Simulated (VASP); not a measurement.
# Tl (P6_3/mmc) in VASP: a series of runs

Tl is run at these levels: PBE+D3(BJ); tasks: single point.

Program: VASP 6.6.1. These are calculated values, not measurements. Logs are shortened: lines on timing, memory, paths and dates and some standing lists are left out, and cuts for length are marked.

## Step 1: The cell of the first run

Symmetry: P6_3/mmc, No. 194, hexagonal system. The conventional cell has a = 3.353 Å, b = 3.353 Å, c = 5.352 Å, α = 90.00°, β = 90.00°, γ = 120.00°. Tl (site symmetry -6m2) has 12 Tl at 3.30 to 3.35 Å within 4.3 Å.

## Step 2: Single point, PBE+D3(BJ) (volume scaled by 0.88, then relaxed in part)

File INCAR:

```
SYSTEM = Tl
ALGO = Fast ; EDIFF = 1E-7
ENCUT = 520 ; GGA = PE
ISIF = 2 ; ISMEAR = 0
IVDW = 12 ; LASPH = .TRUE.
LCHARG = .TRUE. ; LELF = .TRUE.
LREAL = .FALSE. ; LVHAR = .TRUE.
LWAVE = .FALSE. ; NBANDS = 20
NELM = 100 ; PREC = Accurate
SIGMA = 0.1
```

File KPOINTS:

```
k-points
0
G
  15 15 8
  0 0 0
```

File POSCAR:

```
Tl
1.0
    3.3530098363      0.0000000000      0.0000000000
   -1.6765049181      2.9037916974      0.0000000000
    0.0000000000      0.0000000000      5.3522886454
Tl
2
Direct
    0.3333333333      0.6666666667      0.2500000000
    0.6666666667      0.3333333333      0.7500000000
```

Potentials or basis: VASP PAW PBE potentials, release 64 (Tl_d).

Launch:

```console
$ cat potpaw_PBE.64/Tl_d/POTCAR > POTCAR
$ mpirun -np 1 vasp_std > vasp.out
```

OUTCAR:

```text
SYSTEM = Tl
   EDIFF = 1E-7
   ENCUT = 520
   GGA = PE
   ISIF = 2
   ISMEAR = 0
   IVDW = 12
   LASPH = .TRUE.
   LREAL = .FALSE.
   NELM = 100
   PREC = Accurate
 IVDW          = 12

 ion  position               nearest neighbor table
   1  0.333  0.667  0.250-   2 3.30   2 3.30   2 3.30   2 3.30   2 3.30   2 3.30
   2  0.667  0.333  0.750-   1 3.30   1 3.30   1 3.30   1 3.30   1 3.30   1 3.30

  LATTYP: Found a hexagonal cell.
 ALAT       =     3.3530098363
 C/A-ratio  =     1.5962639261

  Lattice vectors:

 A1 = (   3.3530098363,   0.0000000000,   0.0000000000)
 A2 = (  -1.6765049181,   2.9037916974,   0.0000000000)
 A3 = (   0.0000000000,   0.0000000000,   5.3522886454)

Analysis of symmetry for initial positions (statically):
=====================================================================
 Subroutine PRICEL returns:
 Original cell was already a primitive cell.

 Routine SETGRP: Setting up the symmetry group for a
 hexagonal supercell.

 Subroutine GETGRP returns: Found 24 space group operations
 (whereof 12 operations were pure point group operations)
 out of a pool of 24 trial point group operations.

The static configuration has the point symmetry D_3d.
 The point group associated with its full space group is D_6h.

Analysis of symmetry for dynamics (positions and initial velocities):
=====================================================================
 Subroutine PRICEL returns:
 Original cell was already a primitive cell.

 Routine SETGRP: Setting up the symmetry group for a
 hexagonal supercell.

 Subroutine GETGRP returns: Found 24 space group operations
 (whereof 12 operations were pure point group operations)
 out of a pool of 24 trial point group operations.

The dynamic configuration has the point symmetry D_3d.
 The point group associated with its full space group is D_6h.

 Subroutine INISYM returns: Found 24 space group operations
 (whereof 12 operations are pure point group operations),
 and found     1 'primitive' translations

----------------------------------------------------------------------------------------

                                     Primitive cell

  volume of cell :      52.1122

  direct lattice vectors                    reciprocal lattice vectors
     3.353009836  0.000000000  0.000000000     0.298239507  0.172188660  0.000000000
    -1.676504918  2.903791697  0.000000000     0.000000000  0.344377319  0.000000000
     0.000000000  0.000000000  5.352288645     0.000000000  0.000000000  0.186835962

  length of vectors
     3.353009836  3.353009836  5.352288645     0.344377319  0.344377319  0.186835962

  position of ions in fractional coordinates (direct lattice)
     0.333333333  0.666666667  0.250000000
     0.666666667  0.333333333  0.750000000

  ion indices of the primitive-cell ions
   primitive index   ion index
                 1           1
                 2           2

----------------------------------------------------------------------------------------

 KPOINTS: k-points

Automatic generation of k-mesh.
 Grid dimensions read from file:
 generate k-points for:   15   15    8

 Generating k-lattice:

  Cartesian coordinates                     Fractional coordinates (reciprocal lattice)
     0.019882634  0.011479244  0.000000000     0.066666667  0.000000000  0.000000000
     0.000000000  0.022958488  0.000000000     0.000000000  0.066666667  0.000000000
     0.000000000  0.000000000  0.023354495     0.000000000  0.000000000  0.125000000

  Length of vectors
     0.022958488  0.022958488  0.023354495

  Shift w.r.t. Gamma in fractional coordinates (k-lattice)
     0.000000000  0.000000000  0.000000000

 Subroutine IBZKPT returns following result:
 ===========================================

 Found    135 irreducible k-points:

 Following reciprocal coordinates:
            Coordinates               Weight
  0.000000  0.000000  0.000000      1.000000
  0.066667  0.000000  0.000000      6.000000
  0.133333  0.000000  0.000000      6.000000
  0.200000  0.000000  0.000000      6.000000
  0.266667  0.000000  0.000000      6.000000
  0.333333  0.000000  0.000000      6.000000
[... 16 lines left out ...]
  0.333333  0.200000  0.000000     12.000000
  0.400000  0.200000  0.000000      6.000000
 [... further k-points ...]
   k-points           NKPTS =    135   k-points in BZ     NKDIM =    135   number of bands    NBANDS=     20
   number of dos      NEDOS =    301   number of ions     NIONS =      2
   total plane-waves  NPLWV =  31360
   dimension x,y,z NGX =    28 NGY =   28 NGZ =   40
   dimension x,y,z NGXF=    56 NGYF=   56 NGZF=   80
   ions per type =               2
   NGX,Y,Z   is equivalent  to a cutoff of  13.88, 13.88, 12.42 a.u.
   NGXF,Y,Z  is equivalent  to a cutoff of  27.77, 27.77, 24.85 a.u.
 SYSTEM =  Tl
   PREC   = accura    normal or accurate (medium, high low for compatibility)
   ISTART =      0    job   : 0-new  1-cont  2-samecut
   ICHARG =      2    charge: 1-file 2-atom 10-const
   ISPIN  =      1    spin polarized calculation?
   LNONCOLLINEAR =      F non collinear calculations
   LSORBIT =      F    spin-orbit coupling
   LASPH  =      T    aspherical Exc in radial PAW
   ENCUT  =  520.0 eV  38.22 Ry    6.18 a.u.   6.23  6.23  9.95*2*pi/ulx,y,z
   NELM   =    100;   NELMIN=  2; NELMDL= -5     # of ELM steps
   EDIFF  = 0.1E-06   stopping-criterion for ELM
   LREAL  =      F    real-space projection
   EDIFFG = 0.1E-05   stopping-criterion for IOM
   NSW    =      0    number of steps for IOM
   IBRION =     -1    ionic relax: 0-MD 1-quasi-New 2-CG
   NFREE  =      0    steps in history (QN), initial steepest desc. (CG)
   ISIF   =      2    stress and relaxation
   ISYM   =      2    0-nonsym 1-usesym 2-fastsym
   POTIM  = 0.5000    time-step for ionic-motion
   TEBEG  =    0.0;   TEEND  =   0.0 temperature during run
   PSTRESS=    0.0 pullay stress
   NELECT =      26.0000    total number of electrons
   NUPDOWN=      -1.0000    fix difference up-down
   EMIN   =  10.00;   EMAX   =-10.00  energy-range for DOS
   EFERMI =   0.00;   METHOD = LEGACY
   ISMEAR =     0;   SIGMA  =   0.10  broadening in eV -4-tet -1-fermi 0-gaus
   EFERMI_NEDOS =   21; number of points for ismear=-14 and -15
   IALGO  =     68    algorithm
   IMIX   =      4    mixing-type and parameters
     AMIX     =   0.40;   BMIX     =  1.00
     AMIX_MAG =   1.60;   BMIX_MAG =  1.00
  volume/ion in A,a.u.               =      26.06       175.84
  Fermi-wavevector in a.u.,A,eV,Ry     =   1.298432  2.453681 22.938425  1.685927
  Thomas-Fermi vector in A             =   2.429761
   LORBIT       =      0    0 simple, 1 ext, 2 COOP (PROOUT), +10 PAW based schemes
   GGA     = PE    functional components
   LHFCALC =     F    Hartree Fock is set to
   AEXX    =    0.0000 exact exchange contribution
   IVDW    =    12    specifies the selected vdW correction
   LEPSILON=     F    determine dielectric tensor
   LRPA    =     F    only Hartree local field effects (RPA)
 non-spin polarized calculation
 RMM-DIIS sequential band-by-band and
 Gauss-broadening in eV      SIGMA  =   0.10
  energy-cutoff  :      520.00
  volume of cell :       52.11
 maximum number of plane-waves:      1430
 NGX is ok and might be reduce to    28
   NGX = 13   NGY = 13   NGZ = 19

 number of electron      26.0000004 magnetization

 Free energy of the ion-electron system (eV)
  ---------------------------------------------------
  ext. energy  EPLUGINS =         0.00000000
  ---------------------------------------------------
  free energy    TOTEN  =        -4.22774744 eV

  energy without entropy =       -4.22286694  energy(sigma->0) =       -4.22530719

 E-fermi :   7.6424     XC(G=0): -10.6655

 val. band max:        7.6303045667   @ k =   0.3333   0.0667   0.0000
 cond. band min:       7.6458025451   @ k =   0.4000   0.0667   0.2500
 fundamental gap:      0.0154979784
 Fermi energy:         7.6424178495

 k-point     1 :       0.0000    0.0000    0.0000
  band No.  band energies     occupation
      1      -4.4471      2.00000
      2      -4.1160      2.00000
      3      -4.0928      2.00000
      4      -4.0928      2.00000
      5      -4.0228      2.00000
      6      -4.0228      2.00000
[... 12 lines left out ...]
     19      18.9302      0.00000
     20      19.3083      0.00000

 k-point     2 :       0.0667    0.0000    0.0000
  band No.  band energies     occupation
      1      -4.4259      2.00000
      2      -4.1471      2.00000
      3      -4.0690      2.00000
      4      -4.0583      2.00000
      5      -4.0257      2.00000
      6      -4.0007      2.00000
[... 12 lines left out ...]
     19      19.3691      0.00000
     20      19.4188      0.00000

 k-point     3 :       0.1333    0.0000    0.0000
  band No.  band energies     occupation
      1      -4.3824      2.00000
      2      -4.1791      2.00000
      3      -4.0453      2.00000
      4      -4.0047      2.00000
      5      -4.0009      2.00000
      6      -3.9949      2.00000
[... 12 lines left out ...]
     19      19.0952      0.00000
     20      20.0168      0.00000

 k-point     4 :       0.2000    0.0000    0.0000
  band No.  band energies     occupation
      1      -4.3801      2.00000
      2      -4.1754      2.00000
      3      -4.0767      2.00000
      4      -4.0575      2.00000
      5      -4.0310      2.00000
      6      -3.9174      2.00000
[... 12 lines left out ...]
     19      18.6854      0.00000
     20      19.5430      0.00000

 k-point     5 :       0.2667    0.0000    0.0000
  band No.  band energies     occupation
      1      -4.4299      2.00000
      2      -4.1898      2.00000
      3      -4.1689      2.00000
      4      -4.0757      2.00000
      5      -4.0155      2.00000
      6      -3.8210      2.00000
[... 12 lines left out ...]
     19      17.9605      0.00000
     20      18.8069      0.00000

 k-point     6 :       0.3333    0.0000    0.0000
  band No.  band energies     occupation
      1      -4.4898      2.00000
      2      -4.2629      2.00000
      3      -4.2334      2.00000
      4      -4.1158      2.00000
      5      -3.9500      2.00000
      6      -3.8297      2.00000
[... 12 lines left out ...]
     19      17.2721      0.00000
     20      18.2468      0.00000

 k-point     7 :       0.4000    0.0000    0.0000
  band No.  band energies     occupation
      1      -4.5384      2.00000
      2      -4.3379      2.00000
      3      -4.2730      2.00000
      4      -4.1457      2.00000
      5      -3.8999      2.00000
      6      -3.8677      2.00000
[... 12 lines left out ...]
     19      16.7629      0.00000
     20      17.8697      0.00000
[... 277 lines left out ...]
 k-point    20 :       0.4000    0.1333    0.0000
  band No.  band energies     occupation
      1      -4.4633      2.00000
      2      -4.4000      2.00000
      3      -4.2154      2.00000
      4      -4.1371      2.00000
      5      -3.9080      2.00000
      6      -3.8685      2.00000
[... 12 lines left out ...]
     19      16.3178      0.00000
     20      18.4645      0.00000

 k-point    21 :       0.2000    0.2000    0.0000
  band No.  band energies     occupation
      1      -4.2838      2.00000
      2      -4.2775      2.00000
      3      -4.2727      2.00000
      4      -4.1139      2.00000
      5      -3.9265      2.00000
      6      -3.8344      2.00000
[... 12 lines left out ...]
     19      16.3517      0.00000
     20      20.3414      0.00000

 k-point    22 :       0.2667    0.2000    0.0000
  band No.  band energies     occupation
      1      -4.3573      2.00000
      2      -4.3164      2.00000
      3      -4.2105      2.00000
      4      -4.1182      2.00000
      5      -3.8904      2.00000
      6      -3.8831      2.00000
[... 12 lines left out ...]
     19      15.7408      0.00000
     20      20.4543      0.00000

 k-point    23 :       0.3333    0.2000    0.0000
  band No.  band energies     occupation
      1      -4.4067      2.00000
      2      -4.3446      2.00000
      3      -4.1667      2.00000
      4      -4.1125      2.00000
      5      -3.9236      2.00000
      6      -3.8625      2.00000
[... 12 lines left out ...]
     19      15.4262      0.00000
     20      20.3203      0.00000

 k-point    24 :       0.4000    0.2000    0.0000
  band No.  band energies     occupation
      1      -4.4240      2.00000
      2      -4.3547      2.00000
      3      -4.1524      2.00000
      4      -4.1079      2.00000
      5      -3.9404      2.00000
      6      -3.8419      2.00000
[... 12 lines left out ...]
     19      15.3279      0.00000
     20      20.2691      0.00000

 [... further k-points ...]

------------------------ aborting loop because EDIFF is reached ----------------------------------------

 Edisp (eV)   -0.75520

 E8    (eV) :    -0.3954

  FORCE on cell =-STRESS in cart. coord.  units (eV):
  Direction    XX          YY          ZZ          XY          YZ          ZX
  --------------------------------------------------------------------------------------
  -------------------------------------------------------------------------------------
  Total       1.84560     1.84560     1.87873     0.00000     0.00000     0.00000
  in kB      56.74263    56.74263    57.76116     0.00000     0.00000     0.00000
  external pressure =       57.08 kB  Pullay stress =        0.00 kB

 VOLUME and BASIS-vectors are now :
 -----------------------------------------------------------------------------
  energy-cutoff  :      520.00
  volume of cell :       52.11
      direct lattice vectors                 reciprocal lattice vectors
     3.353009836  0.000000000  0.000000000     0.298239507  0.172188660  0.000000000
    -1.676504918  2.903791697  0.000000000     0.000000000  0.344377319  0.000000000
     0.000000000  0.000000000  5.352288645     0.000000000  0.000000000  0.186835962

 POSITION                                       TOTAL-FORCE (eV/Angst)
 -----------------------------------------------------------------------------------
     -0.00000      1.93586      1.33807         0.000000      0.000000      0.000000
      1.67650      0.96793      4.01422        -0.000000     -0.000000      0.000000
 -----------------------------------------------------------------------------------
    total drift:                               -0.000000      0.000000      0.000000

  FREE ENERGIE OF THE ION-ELECTRON SYSTEM (eV)
  ---------------------------------------------------
  free  energy   TOTEN  =        -4.9829446771 eV

  energy  without entropy=       -4.9780641779  energy(sigma->0) =       -4.98050443
```

It took 87 s on 1 thread of Intel Xeon Platinum 8488C (Sapphire Rapids), shared host; peak memory 0.26 GiB.

Results:

| Property | Result |
| --- | --- |
| Free energy | -4.9829 eV |
| Pressure | 5.7 GPa |
| Band gap on the k mesh | zero (band 13 reaches 11.50 eV, above the bottom of band 14 at 5.10 eV) |
| Dispersion energy per atom | -0.378 eV |

Levels at points of the mesh, in eV from the Fermi level:
```tsv
k point	band 11	band 12	band 13	band 14	band 15	band 16
(0.00, 0.00, 0.00)	-10.75	-5.08	-3.27	8.57	8.57	10.43
(0.00, 0.00, 0.50)	-9.16	-9.16	3.68	3.68	9.62	9.62
```

Caveat: spin-orbit coupling is left out, which moves the levels of the heavy elements; pairwise dispersion overbinds metals, which lowers pressure and volume.

## Step 3: Single point, PBE+D3(BJ) (volume scaled by 0.91, then relaxed in part)

File INCAR:

```
SYSTEM = Tl
PREC = Accurate
ENCUT = 520
EDIFF = 1E-6
ISMEAR = 0
SIGMA = 0.1
LREAL = .False.
LASPH = .True.
NELM = 80
ALGO = Fast
ISIF = 2
LWAVE = .False.
LCHARG = .False.
GGA = PE
IVDW = 12
NBANDS = 20
```

File KPOINTS:

```
regular mesh
0
Gamma
  15 15 8
  0 0 0
```

File POSCAR:

```
Tl
1.0
    3.3928796051      0.0000000000      0.0000000000
   -1.6964398026      2.9383199300      0.0000000000
    0.0000000000      0.0000000000      5.4054394060
Tl
2
Direct
    0.3333333333      0.6666666667      0.2500000000
    0.6666666667      0.3333333333      0.7500000000
```

Potentials or basis: VASP PAW PBE potentials, release 64 (Tl_d).

Launch:

```console
$ cat potpaw_PBE.64/Tl_d/POTCAR > POTCAR
$ mpirun -np 1 vasp_std > vasp.out
```

It took 62 s on 1 thread of Intel Xeon Platinum 8488C (Sapphire Rapids), shared host; peak memory 0.26 GiB.

Results (log left out):

```
Free energy                : -5.0363 eV
Pressure                   : 3.8 GPa
Band gap on the k mesh     : zero (band 13 reaches 11.00 eV, above the bottom of band 14 at 4.83 eV)
Dispersion energy per atom : -0.365 eV
```

Levels at points of the mesh, in eV from the Fermi level:
| k point | band 10 | band 11 | band 12 | band 13 | band 14 | band 15 | band 16 | band 17 |
| --- | --- | --- | --- | --- | --- | --- | --- | --- |
| (0.00, 0.00, 0.00) | -11.14 | -10.49 | -5.07 | -3.10 | 8.32 | 8.32 | 10.37 | 10.54 |
| (0.00, 0.00, 0.50) | -11.27 | -8.95 | -8.95 | 3.60 | 3.60 | 9.35 | 9.35 | 9.35 |

Caveat: spin-orbit coupling is left out, which moves the levels of the heavy elements; pairwise dispersion overbinds metals, which lowers pressure and volume.

(Continued in part 2 of 2.)
